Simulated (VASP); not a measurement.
A run of VASP 6.6.1 is set up as follows.

POSCAR

```
BiTe
1.0
    0.0000000000      3.3190633125      3.3190633125
    3.3190633125      0.0000000000      3.3190633125
    3.3190633125      3.3190633125      0.0000000000
Bi Te
1 1
Direct
    0.0000000000      0.0000000000      0.0000000000
    0.5000000000      0.5000000000      0.5000000000
```

The input INCAR.step1:

```
SYSTEM = BiTe
PREC = Accurate ; ENCUT = 520
ISMEAR = -1 ; SIGMA = 0.01
LREAL = .FALSE. ; LASPH = .TRUE.
NELM = 150 ; ISPIN = 2
MAGMOM = 0.5 0 ; NBANDS = 22
GGA = PE ; ALGO = Normal
EDIFF = 1E-4 ; LWAVE = .TRUE.
LCHARG = .FALSE.
```

The input INCAR.step2:

```
SYSTEM = BiTe
PREC = Accurate ; ENCUT = 520
EDIFF = 1E-6 ; ISMEAR = -1
SIGMA = 0.01 ; LREAL = .FALSE.
LASPH = .TRUE. ; NELM = 150
ALGO = Normal ; ISIF = 2
LWAVE = .FALSE. ; LCHARG = .TRUE.
ISPIN = 2 ; MAGMOM = 0.5 0
LORBIT = 11 ; METAGGA = R2SCAN
LMIXTAU = .TRUE. ; LELF = .TRUE.
LVHAR = .TRUE. ; NBANDS = 22
ISTART = 1
```

File KPOINTS:

```
regular mesh
0
G
  7 7 7
  0 0 0
```

Potentials or basis: VASP PAW PBE potentials, release 64 (Bi_d, Te).

The run is started by

```console
$ cat potpaw_PBE.64/Bi_d/POTCAR potpaw_PBE.64/Te/POTCAR > POTCAR
$ cp INCAR.step1 INCAR
$ mpirun -np 1 vasp_std > vasp.out
$ cp INCAR.step2 INCAR
$ mpirun -np 1 vasp_std > vasp.out
```

Question: Estimate the net moment.

Answer: 0.00 μB per cell.

Question: Predict the pressure.

Answer: -3.3 GPa.

Caveat: the PAW data sets were made with another functional, which shifts forces and pressure a little.
